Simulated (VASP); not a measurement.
Here is a VASP 6.6.1 calculation.

File INCAR:

```
SYSTEM = V
ALGO = Normal
EDIFF = 1E-6
ENCUT = 500
GGA = PS
GGA_COMPAT = .FALSE.
ISIF = 2
ISMEAR = -1
ISPIN = 2
LASPH = .TRUE.
LCHARG = .TRUE.
LELF = .TRUE.
LMAXMIX = 4
LORBIT = 11
LREAL = .FALSE.
LVHAR = .TRUE.
LWAVE = .FALSE.
MAGMOM = 1.5
NBANDS = 16
NELM = 200
PREC = Accurate
SIGMA = 0.03
```

File KPOINTS:

```
k-points
0
G
  19 19 19
  0 0 0
```

File POSCAR:

```
V
1.0
   -1.5432600000      1.5130000000      1.5130000000
    1.5130000000     -1.5432600000      1.5130000000
    1.5130000000      1.5130000000     -1.5432600000
V
1
Direct
    0.0000000000      0.0000000000      0.0000000000
```

Potentials or basis: VASP PAW PBE potentials, release 64 (V_sv).

The run is started by

```sh
$ cat potpaw_PBE.64/V_sv/POTCAR > POTCAR
$ mpirun -np 1 vasp_std > vasp.out
```

Predict the net moment.

0.00 μB per cell.

Predict the pressure.

-11.7 GPa.

Stress tensor (GPa, compression positive):
```
-11.66   0.25   0.25
  0.25 -11.66   0.25
  0.25   0.25 -11.66
```

Caveat: the cell differs from its parent crystal (equal xy, yz and zx shear strains of -2 %); the cell stands under tension; the moments typed at the start vanished in this run; the PAW data sets were made with another functional, which shifts forces and pressure a little.
